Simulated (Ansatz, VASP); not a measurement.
**GaN in VASP and in Ansatz**

The input POSCAR:

```
GaN
1.0
   -0.1075201123      2.1964822948      2.1964822948
    2.1964822948     -0.1075201123      2.1964822948
    2.1964822948      2.1964822948     -0.1075201123
Ga N
1 1
Direct
    0.0000000000      0.0000000000      0.0000000000
    0.7500000000      0.7500000000      0.7500000000
```

INCAR.step1

```
ALGO = Normal ; EDIFF = 1E-5
ENCUT = 910 ; GGA = PE
GGA_COMPAT = False ; ISMEAR = 0
LASPH = True ; LCHARG = False
LREAL = False ; LWAVE = True
NBANDS = 16 ; NELM = 120
PREC = Accurate ; SIGMA = 0.05
```

The input INCAR.step2:

```
ALGO = Normal ; EDIFF = 1E-6
ENCUT = 910 ; GGA_COMPAT = False
ISIF = 2 ; ISMEAR = 0
ISTART = 1 ; LASPH = True
LCHARG = False ; LMIXTAU = True
LREAL = False ; LWAVE = False
METAGGA = R2SCAN ; NBANDS = 16
NELM = 120 ; PREC = Accurate
SIGMA = 0.05
```

KPOINTS

```
k-points
0
Gamma
  12 12 12
```

Input for Ansatz:

```yaml
crystal:
  lattice:
    - [-0.1075201123, 2.1964822948, 2.1964822948]
    - [2.1964822948, -0.1075201123, 2.1964822948]
    - [2.1964822948, 2.1964822948, -0.1075201123]
  atoms:
    - { symbol: Ga, position: [0.0, 0.0, 0.0] }
    - { symbol: "N", position: [0.75, 0.75, 0.75] }
basis:
  ecutwfc: 500
kpoints:
  mp_grid: { grid: [12, 12, 12] }
hamiltonian:
  xc: r2scan
scf:
  occupations: { method: gaussian, width: 0.05 }
output:
  forces: true
  stress: true
  eigenvalues: true
```

Alike in both runs: task single point; functional r2SCAN; k mesh 12 × 12 × 12; occupations gaussian, width 0.05 eV; no spin polarisation.

```csv
,VASP,Ansatz
version,VASP 6.6.1,Ansatz 0.2.0
potentials or method,"VASP PAW PBE potentials, release 64 (Ga_d, N_h), cutoff 910 eV","scalar-relativistic, plane waves, PAW"
valence electrons in the cell,18,18
```

|  | VASP | Ansatz | Ansatz less VASP |
| --- | --- | --- | --- |
| gap on the k mesh at the Fermi level (eV) | 1.89 | 1.90 | +0.015 |
| least direct gap on the mesh (eV) | 1.89 | 1.90 | +0.015 |
| rms of the force components (eV/Å) | 0.580 | 0.565 | -0.0158 |

VASP's potentials were made for PBE, not for r2SCAN. Atom by atom the forces differ by 0.016 eV/Å (rms over components). The functional is the same, so the differences come from potentials, cutoffs and numerics.

Noted on VASP's run: the cutoff is short for stress, so the pressure is rough.
